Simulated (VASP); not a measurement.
A run of VASP 6.6.1 is set up as follows.

Contents of POSCAR:

```
NaF
1.0
    0.0000000000      2.3200000000      2.3200000000
    2.3200000000      0.0000000000      2.3200000000
    2.3200000000      2.3200000000      0.0000000000
Na F
1 1
Direct
    0.0000000000      0.0000000000      0.0000000000
    0.5000000000      0.5000000000      0.5000000000
```

File INCAR.step1:

```
SYSTEM = NaF
PREC = Accurate
ENCUT = 970
ISMEAR = 0
SIGMA = 0.02
LREAL = .False.
LASPH = .True.
NELM = 120
GGA = PE
ALGO = Normal
EDIFF = 1E-5
LWAVE = .True.
LCHARG = .False.
GGA_COMPAT = .False.
IBRION = 2
ISIF = 3
EDIFFG = -0.005
NELMIN = 4
NSW = 100
```

File INCAR.step2:

```
SYSTEM = NaF
PREC = Accurate
ENCUT = 970
EDIFF = 1E-7
ISMEAR = 0
SIGMA = 0.02
LREAL = .False.
LASPH = .True.
NELM = 120
ALGO = Normal
ISIF = 3
LWAVE = .False.
LCHARG = .False.
METAGGA = R2SCAN
LMIXTAU = .True.
IBRION = 2
NSW = 100
EDIFFG = -0.005
ISTART = 1
GGA_COMPAT = .False.
NELMIN = 4
```

File KPOINTS:

```
Automatic mesh
0
Gamma
  8 8 8
  0 0 0
```

Potentials or basis: VASP PAW PBE potentials, release 64 (Na_sv, F).

Command:

```bash
$ cat potpaw_PBE.64/Na_sv/POTCAR potpaw_PBE.64/F/POTCAR > POTCAR
$ cp INCAR.step1 INCAR
$ mpirun -np 1 vasp_std > vasp.out
$ cp INCAR.step2 INCAR
$ mpirun -np 1 vasp_std > vasp.out
```

Task: What does it give for the relaxed volume?

Result: 12.00 Å³/atom.

Task: Estimate the space group after relaxing (to 0.1 Å).

Result: Fm-3m (No. 225).

Task: What does it give for the band gap on the k mesh?

Result: 7.33 eV.

The path:
| step | energy change (eV) | largest force (eV/Å) | pressure (GPa) | volume (Å³) |
| --- | --- | --- | --- | --- |
| 1 | 0.0000 | 0.0000 | -2.07 | 24.97 |
| 2 | -0.0054 | 0.0000 | -0.91 | 24.40 |
| 3 | -0.0066 | 0.0000 | -0.04 | 24.01 |

Caveat: the PAW data sets were made with another functional, which shifts forces and pressure a little. r2SCAN opens gaps a little over a GGA but as a rule still falls short of measured ones.
